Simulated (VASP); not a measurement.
Write the native input for VASP 6.6.1 that does the following.

```yaml
Task: relaxation of volume and atoms at fixed shape
Functional: PBE
Potentials_or_basis: VASP PAW PBE potentials, release 64 (Ta_pv)
Cutoff: 600 eV
k_mesh: 9 × 9 × 9
Occupations: gaussian, width 0.02 eV
Spin: no spin polarisation
Dipole_correction: no
Further_INCAR_settings: ALGO = Normal; EDIFF = 1e-07; IBRION = 2; EDIFFG = -0.02; NSW = 80; ISIF = 8
```

The structure of Ta lies in POSCAR:

```
Ta
1.0
    2.8601010224     -0.0000000158     -0.0000000274
   -0.9533669925      2.6965291090     -0.0000000274
   -0.9533669925     -1.3482645149      2.3352627333
Ta
1
Direct
    0.0000000000      0.0000000000      0.0000000000
```

One way to write it, as run:

INCAR

```
  PREC = Accurate
  ENCUT = 600
  EDIFF = 1E-7
  ISMEAR = 0
  SIGMA = 0.02
  LREAL = F
  LASPH = T
  NELM = 80
  ALGO = Normal
  ISIF = 8
  LWAVE = F
  LCHARG = F
  GGA = PE
  IBRION = 2
  NSW = 80
  EDIFFG = -0.02
```

KPOINTS

```
Automatic mesh
0
Gamma
  9 9 9
```

Potentials or basis: VASP PAW PBE potentials, release 64 (Ta_pv).

Command:

```console
$ cat potpaw_PBE.64/Ta_pv/POTCAR > POTCAR
$ mpirun -np 1 vasp_std > vasp.out
```

Results of the run:

| Item | Value |
| --- | --- |
| Relaxed volume | 18.36 Å³/atom |
| Relaxed cell | a = 2.879 Å, b = 2.879 Å, c = 2.879 Å, α = 109.47°, β = 109.47°, γ = 109.47° |
| Space group after relaxing (to 0.1 Å) | Im-3m (No. 229) |
| Energy gained by relaxing | 3.5 meV/atom |
| Ionic steps | 3 |
| Pressure after relaxing | 0.1 GPa |
| Band gap on the k mesh | zero (an odd number of electrons rules out a gap without spin polarisation) |

Caveat: spin-orbit coupling is left out, which moves the levels of the heavy elements.

Run time: 13 s on 1 thread of Intel(R) Xeon(R) Platinum 8259CL CPU @ 2.50GHz (Skylake/Cascade Lake), with other jobs on the host, peak memory 0.15 GiB.
